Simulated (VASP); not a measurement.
SrO:

```
CELL_PARAMETERS angstrom
0.00000 2.56980 2.56980
2.56980 0.00000 2.56980
2.56980 2.56980 0.00000
ATOMIC_POSITIONS crystal
Sr 0.50000 0.50000 0.50000
O 0.00000 0.00000 0.00000
```

Base run:

| Item | Value |
| --- | --- |
| Program | VASP 6.6.1 |
| Functional | BLYP |
| Dispersion | D3(BJ) |
| Potentials or basis | VASP PAW PBE potentials, release 64 (Sr_sv, O) |
| Cutoff | 520 eV |
| k mesh | 8 × 8 × 8 |
| Occupations | gaussian, width 0.05 eV |
| Spin | no spin polarisation |

Its results: band gap on the k mesh 3.39 eV, indirect (least direct gap 3.48 eV); pressure 0.7 GPa.

Problem. The run is repeated on the same cell with these changes: functional from BLYP to PBE; further incar settings from ALGO = Normal; EDIFF = 1e-07; NBANDS = 15 to ALGO = Normal; EDIFF = 1e-06; NBANDS = 15. What comes out?

Solution. Band gap on the k mesh 3.26 eV, indirect (least direct gap 3.35 eV); pressure 1.1 GPa.

Caveats: the PAW data sets were made with another functional, which shifts forces and pressure a little (some runs); three body term missing (some runs).

A k mesh can miss the band edges.
